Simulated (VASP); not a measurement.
# Zn2SiN2 (P6/mmm) in VASP: a series of runs, part 2 of 2

VASP 6.6.1. Earlier steps stand in the parts before.

**4. Single point, PBE, collinear spin, ferromagnetic start**

This run uses another cell than the first one, of 26.66 Å³/atom.

INCAR

```
SYSTEM = Zn2SiN2
ALGO = Normal
EDIFF = 1E-6
ENCUT = 520
GGA = PE
ISIF = 2
ISMEAR = 0
ISPIN = 2
LASPH = .True.
LCHARG = .False.
LORBIT = 11
LREAL = .False.
LWAVE = .False.
MAGMOM = 0 0 0 1 1
NBANDS = 31
NELM = 150
PREC = Accurate
SIGMA = 0.1
```

KPOINTS

```
k-points
0
Gamma
  6 6 4
  0 0 0
```

POSCAR

```
Zn2SiN2
1.0
    4.8500971200      0.0000000000      0.0000000000
   -2.4250485600      4.2003073100      0.0000000000
    0.0000000000      0.0000000000      6.5424541900
Zn Si N
2 1 2
Direct
    0.3333333300      0.6666666700      0.5000000000
    0.6666666700      0.3333333300      0.5000000000
    0.0000000000      0.0000000000      0.5000000000
    0.0000000000      0.0000000000      0.1413584300
    0.0000000000      0.0000000000      0.8586415700
```

Run with:

```sh
> cat potpaw_PBE.64/Zn/POTCAR potpaw_PBE.64/Si/POTCAR potpaw_PBE.64/N/POTCAR > POTCAR
> mpirun -np 1 vasp_std > vasp.out
```

Run time: 4.4 min. Hardware: 1 thread of Intel Xeon 8259CL, shared host; peak memory 0.36 GiB.

It converged, with:

| Item | Value |
| --- | --- |
| Free energy | -15.1297 eV |
| Pressure | -11.6 GPa |
| Largest force | 4.990 eV/Å |
| Net moment | 1.08 μB per cell |
| Site moments | Zn +0.01; Si -0.01; N +0.36 μB |
| Valence electrons inside the program's atomic spheres | Zn 10.61; Si 1.45; N 3.31 |

Forces in eV/Å, atoms in the order of the input:
```
Zn   0.000  0.000  0.000
Zn   0.000  0.000  0.000
Si   0.000  0.000  0.000
N    0.000  0.000 -4.990
N    0.000  0.000  4.990
```

Stress tensor (GPa, compression positive):
```
 -4.56   0.00   0.00
  0.00  -4.56   0.00
  0.00   0.00 -25.81
```

Levels at points of the mesh, in eV from the Fermi level:
Spin up:
```csv
k point,band 17,band 18,band 19,band 20,band 21,band 22,band 23,band 24
"(0.00, 0.00, 0.00)",-0.50,-0.06,-0.06,-0.03,0.28,0.28,1.49,1.49
"(0.50, 0.00, 0.00)",-1.70,-0.95,-0.55,-0.53,-0.11,0.21,3.39,4.60
"(0.00, 0.00, 0.50)",-1.19,-1.02,-1.02,1.11,1.11,1.34,1.50,1.50
"(0.50, 0.00, 0.50)",-2.21,-1.88,-1.06,0.19,0.55,2.98,3.45,3.54
```
Spin down:
```tsv
k point	band 17	band 18	band 19	band 20	band 21	band 22
(0.00, 0.00, 0.00)	-0.28	0.08	0.49	0.49	0.88	0.88
(0.50, 0.00, 0.00)	-0.91	-0.47	-0.38	0.20	0.47	0.82
(0.00, 0.00, 0.50)	-0.98	-0.73	-0.73	1.47	1.50	1.50
(0.50, 0.00, 0.50)	-1.48	-1.05	-1.03	1.13	1.44	3.17
```

Caveat: the stress differs along the axes, from -26 to -5 GPa; a moment this small can come from the mesh or the smearing; forces of over 1 eV/Å act on the atoms, so gaps and moduli don't describe the material at rest.

**5. Single point, PBE, collinear spin, ferromagnetic start**

This run uses another cell than the first one, of 30.95 Å³/atom.

INCAR

```
PREC     = Accurate       # precision mode
ENCUT    = 520            # plane-wave cutoff, eV
EDIFF    = 1E-6           # SCF threshold, eV
ISMEAR   = 0              # smearing method
SIGMA    = 0.1            # smearing width, eV
LREAL    = False          # projectors in reciprocal space
LASPH    = True           # aspherical terms in the spheres
NELM     = 150            # most SCF steps
ALGO     = Normal         # electronic algorithm
ISIF     = 2              # what is computed and relaxed
LWAVE    = False          # write WAVECAR
LCHARG   = False          # write CHGCAR
ISPIN    = 2              # spin polarisation
MAGMOM   = 0 0 0 1 1      # initial moments
LORBIT   = 11             # projections on sites
GGA      = PE             # functional
NBANDS   = 31             # bands
```

KPOINTS

```
regular mesh
0
Gamma
  6 6 4
```

POSCAR

```
Zn2SiN2
1.0
    4.3427644511      0.0000000000      0.0000000000
   -2.1713822256      3.7609443373      0.0000000000
    0.0000000000      0.0000000000      9.4745820984
Zn Si N
2 1 2
Direct
    0.3333333333      0.6666666667      0.5000000000
    0.6666666667      0.3333333333      0.5000000000
    0.0000000000      0.0000000000      0.5000000000
    0.0000000000      0.0000000000      0.0581666916
    0.0000000000      0.0000000000      0.9418333084
```

Run with:

```sh
> cat potpaw_PBE.64/Zn/POTCAR potpaw_PBE.64/Si/POTCAR potpaw_PBE.64/N/POTCAR > POTCAR
> mpirun -np 1 vasp_std > vasp.out
```

Wall time 5 min (1 thread of Intel Xeon 8259CL, shared host); peak memory 0.4 GiB.

It converged, with:

- Free energy: -22.5240 eV
- Pressure: 0.9 GPa
- Largest force: 1.771 eV/Å
- Net moment: 0.25 μB per cell
- Site moments: Zn +0.01; Si +0.07; N +0.00 μB
- Valence electrons inside the program's atomic spheres: Zn 10.82; Si 1.60; N 3.87

Forces on the atoms (eV/Å):
```
Zn   0.000  0.000  0.000
Zn   0.000  0.000  0.000
Si   0.000  0.000  0.000
N    0.000  0.000  1.771
N    0.000  0.000 -1.771
```

Stress tensor (GPa, compression positive):
```
0.25 0.00 0.00
0.00 0.25 0.00
0.00 0.00 2.24
```

Levels at points of the mesh, in eV from the Fermi level:
Spin up:
| k point | band 16 | band 17 | band 18 | band 19 | band 20 | band 21 | band 22 | band 23 |
| --- | --- | --- | --- | --- | --- | --- | --- | --- |
| (0.00, 0.00, 0.00) | -5.96 | -2.26 | 0.08 | 0.08 | 0.57 | 1.29 | 1.29 | 2.54 |
| (0.50, 0.00, 0.00) | -5.97 | -5.84 | -2.73 | -0.29 | -0.09 | 1.15 | 2.26 | 2.44 |
| (0.00, 0.00, 0.50) | -5.98 | -2.23 | 0.08 | 0.08 | 0.57 | 1.29 | 1.29 | 2.54 |
| (0.50, 0.00, 0.50) | -5.97 | -5.85 | -2.73 | -0.29 | -0.07 | 1.28 | 2.02 | 2.45 |
Spin down:
```
           k point  band 15  band 16  band 17  band 18  band 19  band 20  band 21  band 22  band 23  band 24
(0.00, 0.00, 0.00)    -7.22    -5.96    -2.07     0.15     0.15     0.73     1.31     1.31     2.54     2.54
(0.50, 0.00, 0.00)    -6.97    -5.94    -5.84    -2.68    -0.22     0.20     1.20     2.28     2.44     5.39
(0.00, 0.00, 0.50)    -7.22    -5.98    -2.04     0.15     0.15     0.73     1.31     1.31     2.54     2.54
(0.50, 0.00, 0.50)    -6.97    -5.94    -5.85    -2.68    -0.22     0.22     1.35     2.02     2.45     5.31
```

Caveat: the standard files for N, O and F lose accuracy on very short bonds; a moment this small can come from the mesh or the smearing; forces of over 1 eV/Å act on the atoms, so gaps and moduli don't describe the material at rest.

**6. Overview**

| spin | cell | k mesh | gap on the mesh (eV) | pressure (GPa) | moment (μB) | largest force (eV/Å) |
| --- | --- | --- | --- | --- | --- | --- |
| off | a = 4.317, b = 4.317, c = 10.582 Å, angles 90.0, 90.0, 120.0°, 5 atoms, atomic positions A | 12 × 12 × 4 | none | 0.6 | - | 1.74 |
| collinear, ferromagnetic start | a = 4.850, b = 4.850, c = 6.542 Å, angles 90.0, 90.0, 120.0°, 5 atoms, atomic positions B | 6 × 6 × 4 | none | -11.6 | 1.08 | 4.99 |
| collinear, ferromagnetic start | a = 4.343, b = 4.343, c = 9.475 Å, angles 90.0, 90.0, 120.0°, 5 atoms, atomic positions C | 6 × 6 × 4 | none | 0.9 | 0.25 | 1.77 |

Alike in all rows: task single point; level PBE; potentials or basis VASP PAW PBE potentials, release 64 (Zn, Si, N); cutoff (eV) 520; smearing gaussian 0.1 eV.

Caveats: forces of over 1 eV/Å act on the atoms, so gaps and moduli don't describe the material at rest; the standard files for N, O and F lose accuracy on very short bonds (at least some runs); a moment this small can come from the mesh or the smearing (at least some runs); the stress differs along the axes, from -26 to -5 GPa (at least some runs).

Absolute energies hang on the potentials; compare differences alone.
